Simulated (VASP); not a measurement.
# Yb (I4/mmm) in VASP: further runs, part 2 of 2

VASP 6.6.1.

### 4 Single point, PBE (38.48 Å³/atom)

This run uses another cell than the first one, of 38.48 Å³/atom.

INCAR

```
SYSTEM = Yb
PREC = Accurate
ENCUT = 520
EDIFF = 1E-7
ISMEAR = 0
SIGMA = 0.15
LREAL = .FALSE.
LASPH = .TRUE.
NELM = 60
ALGO = Fast
ISIF = 2
LWAVE = .FALSE.
LCHARG = .FALSE.
GGA = PE
NBANDS = 18
```

KPOINTS

```
regular mesh
0
G
  16 16 16
  0 0 0
```

POSCAR

```
Yb
1.0
    0.0000000000      2.8212154969      2.4174995593
    2.8212154969      0.0000000000      2.4174995593
    2.8212154969      2.8212154969      0.0000000000
Yb
1
Direct
    0.0000000000      0.0000000000      0.0000000000
```

Started as:

```console
$ cat potpaw_PBE.64/Yb/POTCAR > POTCAR
$ mpirun -np 1 vasp_std > vasp.out
```

It took 21 min on 1 thread of Intel Xeon 8259CL, shared host; peak memory 0.39 GiB.

Results (log left out):

| Item | Value |
| --- | --- |
| Free energy | -3.5525 eV |
| Pressure | -1.7 GPa |
| Band gap on the k mesh | zero (bands 12 and 13 overlap by 0.25 eV) |

Stress tensor (GPa, compression positive):
```
-1.72  0.00  0.00
 0.00 -1.72  0.00
 0.00  0.00 -1.64
```

Levels at points of the mesh, in eV from the Fermi level:
| k point | band 9 | band 10 | band 11 | band 12 | band 13 | band 14 | band 15 | band 16 |
| --- | --- | --- | --- | --- | --- | --- | --- | --- |
| (0.00, 0.00, 0.00) | -0.34 | -0.29 | -0.29 | -0.29 | 2.59 | 2.59 | 3.56 | 3.88 |
| (0.50, 0.00, 0.00) | -0.36 | -0.31 | -0.30 | -0.29 | 0.27 | 1.94 | 3.34 | 5.66 |
| (0.50, 0.50, 0.00) | -0.38 | -0.31 | -0.30 | -0.30 | -0.10 | 2.78 | 5.94 | 5.95 |
| (0.50, 0.00, 0.50) | -0.35 | -0.33 | -0.32 | -0.31 | 0.49 | 1.38 | 5.46 | 6.01 |

Caveat: spin-orbit coupling is left out, which moves the levels of the heavy elements.

### 5 Single point, PBE (38.48 Å³/atom)

This run uses another cell than the first one, of 38.48 Å³/atom.

INCAR

```
PREC = Accurate ; ENCUT = 520
EDIFF = 1E-7 ; ISMEAR = 0
SIGMA = 0.15 ; LREAL = False
LASPH = True ; NELM = 80
ALGO = Fast ; ISIF = 2
LWAVE = False ; LCHARG = False
GGA = PE ; NBANDS = 18
```

KPOINTS

```
regular mesh
0
Gamma
  16 16 16
```

POSCAR

```
Yb
1.0
    0.0000000000      3.1271597700      1.9676089273
    3.1271597700      0.0000000000      1.9676089273
    3.1271597700      3.1271597700      0.0000000000
Yb
1
Direct
    0.0000000000      0.0000000000      0.0000000000
```

Started as:

```console
$ cat potpaw_PBE.64/Yb/POTCAR > POTCAR
$ mpirun -np 1 vasp_std > vasp.out
```

Wall time 21 min (1 thread of Intel Xeon 8259CL, shared host); peak memory 0.4 GiB.

The run converged. Its results:

```yaml
Free_energy: -3.5464 eV
Pressure: -1.8 GPa
Band_gap_on_the_k_mesh: zero (bands 12 and 13 overlap by 0.59 eV)
```

Stress tensor (GPa, compression positive):
```
-2.26  0.00  0.00
 0.00 -2.26  0.00
 0.00  0.00 -0.98
```

Levels at points of the mesh, in eV from the Fermi level:
| k point | band 8 | band 9 | band 10 | band 11 | band 12 | band 13 | band 14 | band 15 | band 16 | band 17 |
| --- | --- | --- | --- | --- | --- | --- | --- | --- | --- | --- |
| (0.00, 0.00, 0.00) | -0.38 | -0.31 | -0.31 | -0.28 | -0.28 | 2.27 | 3.24 | 3.24 | 3.91 | 5.23 |
| (0.50, 0.00, 0.00) | -0.38 | -0.34 | -0.32 | -0.30 | -0.29 | 0.64 | 1.40 | 4.38 | 5.93 | 7.03 |
| (0.50, 0.50, 0.00) | -0.38 | -0.37 | -0.29 | -0.29 | -0.29 | -0.28 | 4.15 | 4.15 | 6.25 | 6.38 |
| (0.50, 0.00, 0.50) | -0.38 | -0.34 | -0.31 | -0.30 | -0.28 | 0.19 | 2.06 | 3.63 | 4.90 | 6.88 |

Caveat: spin-orbit coupling is left out, which moves the levels of the heavy elements.

### 6 Single point, PBE (38.48 Å³/atom)

This run uses another cell than the first one, of 38.48 Å³/atom.

INCAR

```
  ALGO = Fast
  EDIFF = 1E-7
  ENCUT = 520
  GGA = PE
  ISIF = 2
  ISMEAR = 0
  LASPH = T
  LCHARG = F
  LREAL = F
  LWAVE = F
  NBANDS = 18
  NELM = 80
  PREC = Accurate
  SIGMA = 0.15
```

KPOINTS

```
k-points
0
Gamma
  16 16 16
```

POSCAR

```
Yb
1.0
    0.0000000000      2.7495158049      2.5452267806
    2.7495158049      0.0000000000      2.5452267806
    2.7495158049      2.7495158049      0.0000000000
Yb
1
Direct
    0.0000000000      0.0000000000      0.0000000000
```

Potentials or basis: VASP PAW PBE potentials, release 64 (Yb).

Started as:

```console
$ cat potpaw_PBE.64/Yb/POTCAR > POTCAR
$ mpirun -np 1 vasp_std > vasp.out
```

OUTCAR:

```text
EDIFF = 1E-7
   ENCUT = 520
   GGA = PE
   ISIF = 2
   ISMEAR = 0
   LASPH = T
   LREAL = F
   NELM = 80
   PREC = Accurate

 ion  position               nearest neighbor table
   1  0.000  0.000  0.000-

  LATTYP: Found a body centered tetragonal cell.
 ALAT       =     3.8884025412
 C/A-ratio  =     1.3091374947

  Lattice vectors:

 A1 = (   0.0000000000,  -2.7495158049,  -2.5452267806)
 A2 = (   0.0000000000,   2.7495158049,  -2.5452267806)
 A3 = (   2.7495158049,   0.0000000000,   2.5452267806)

Analysis of symmetry for initial positions (statically):
=====================================================================
 Subroutine PRICEL returns:
 Original cell was already a primitive cell.

 Routine SETGRP: Setting up the symmetry group for a
 body centered tetragonal supercell.

 Subroutine GETGRP returns: Found 16 space group operations
 (whereof 16 operations were pure point group operations)
 out of a pool of 16 trial point group operations.

The static configuration has the point symmetry D_4h.

Analysis of symmetry for dynamics (positions and initial velocities):
[... 153 lines left out ...]
  ---------------------------------------------------
  free energy    TOTEN  =        -3.55521373 eV

  energy without entropy =       -3.53888825  energy(sigma->0) =       -3.54705099

 E-fermi :   1.3871     XC(G=0):  -9.1472

 val. band max:        1.3868302044   @ k =  -0.2500   0.1875   0.4375
 cond. band min:       1.3887642437   @ k =  -0.3125   0.1875   0.4375
 fundamental gap:      0.0019340393
 Fermi energy:         1.3871437500

 k-point     1 :       0.0000    0.0000    0.0000
  band No.  band energies     occupation
      1     -50.4061      2.00000
      2     -22.6343      2.00000
      3     -22.6343      2.00000
      4     -22.6312      2.00000
      5      -3.6422      2.00000
      6       0.9303      1.99998
[... 481 lines left out ...]
      5      -3.4283      2.00000
      6       0.9334      1.99998
[... 10 lines left out ...]
     17       6.3854      0.00000
     18      11.1506      0.00000

 [... further k-points ...]

------------------------ aborting loop because EDIFF is reached ----------------------------------------

  FORCE on cell =-STRESS in cart. coord.  units (eV):
  Direction    XX          YY          ZZ          XY          YZ          ZX
  --------------------------------------------------------------------------------------
  -------------------------------------------------------------------------------------
  Total       -0.4133142     -0.4133142     -0.3366016      0.0000000     -0.0000000      0.0000000
  in kB      -17.2076684    -17.2076684    -14.0138609      0.0000000     -0.0000000      0.0000000
  external PRESSURE =     -16.1430659 kB  Pullay stress =       0.0000000 kB

 VOLUME and BASIS-vectors are now :
 -----------------------------------------------------------------------------
  energy-cutoff  :      520.00
  volume of cell :       38.48
      direct lattice vectors                 reciprocal lattice vectors
     0.000000000  2.749515805  2.545226781    -0.181850200  0.181850200  0.196446149
     2.749515805  0.000000000  2.545226781     0.181850200 -0.181850200  0.196446149
     2.749515805  2.749515805  0.000000000     0.181850200  0.181850200 -0.196446149

 POSITION                                       TOTAL-FORCE (eV/Angst)
 -----------------------------------------------------------------------------------
      0.00000      0.00000      0.00000         0.000000      0.000000     -0.000000
 -----------------------------------------------------------------------------------
    total drift:                               -0.000000     -0.000000     -0.000000

  FREE ENERGIE OF THE ION-ELECTRON SYSTEM (eV)
  ---------------------------------------------------
  free  energy   TOTEN  =        -3.5552137304 eV

  energy  without entropy=       -3.5388882475  energy(sigma->0) =       -3.54705099
```

stdout:

```text
POSCAR found type information on POSCAR Yb
 POSCAR found :  1 types and       1 ions
 scaLAPACK will be used
 LDA part: xc-table for (Slater+PW92), standard interpolation
 POSCAR, INCAR and KPOINTS ok, starting setup
 FFT: planning ... GRIDC
 FFT: planning ... GRID_SOFT
 FFT: planning ... GRID
 WAVECAR not read
[... 103 lines left out ...]
WARNING in EDDRMM: call to ZHEGV failed, returncode =   8  4     15
WARNING in EDDRMM: call to ZHEGV failed, returncode =   6  3      4
WARNING in EDDRMM: call to ZHEGV failed, returncode =   8  4      3
WARNING in EDDRMM: call to ZHEGV failed, returncode =   6  3      3
WARNING in EDDRMM: call to ZHEGV failed, returncode =   6  3      3
WARNING in EDDRMM: call to ZHEGV failed, returncode =   8  4     15
WARNING in EDDRMM: call to ZHEGV failed, returncode =   8  4      4
WARNING in EDDRMM: call to ZHEGV failed, returncode =   6  3      3
WARNING in EDDRMM: call to ZHEGV failed, returncode =   8  4      4
WARNING in EDDRMM: call to
```

It took 16 min on 1 thread of Intel Xeon 8259CL, shared host; peak memory 0.39 GiB.

What came out:

```
Free energy            : -3.5552 eV
Pressure               : -1.6 GPa
Band gap on the k mesh : zero (bands 12 and 13 overlap by 0.10 eV)
```

Stress tensor (GPa, compression positive):
```
-1.72  0.00  0.00
 0.00 -1.72  0.00
 0.00  0.00 -1.40
```

Caveat: spin-orbit coupling is left out, which moves the levels of the heavy elements.

### 7 Summary

```csv
cell,further INCAR settings,gap on the mesh (eV),pressure (GPa)
"a = 3.700, b = 3.700, c = 3.840 Å, angles 58.7, 58.7, 62.5°, 1 atom",ALGO = Fast; EDIFF = 1e-06; NBANDS = 18,none,-0.9
"a = 3.912, b = 3.912, c = 3.599 Å, angles 62.6, 62.6, 54.8°, 1 atom",ALGO = Fast; EDIFF = 1e-06; NBANDS = 18,none,-1.2
"a = 3.715, b = 3.715, c = 3.990 Å, angles 57.5, 57.5, 65.0°, 1 atom",ALGO = Fast; EDIFF = 1e-07; NBANDS = 18,none,-1.7
"a = 3.695, b = 3.695, c = 4.422 Å, angles 53.2, 53.2, 73.5°, 1 atom",ALGO = Fast; EDIFF = 1e-07; NBANDS = 18,none,-1.8
"a = 3.747, b = 3.747, c = 3.888 Å, angles 58.7, 58.7, 62.5°, 1 atom",ALGO = Fast; EDIFF = 1e-07; NBANDS = 18,none,-1.6
```

Alike in all rows: task single point; level PBE; potentials or basis VASP PAW PBE potentials, release 64 (Yb); no spin polarisation; k mesh 16 × 16 × 16; cutoff (eV) 520; smearing gaussian 0.15 eV.

Caveats: spin-orbit coupling is left out, which moves the levels of the heavy elements.

Absolute energies hang on the potentials; compare differences alone.

The gap in the log of VASP goes by the Fermi energy; the results here count the filled bands.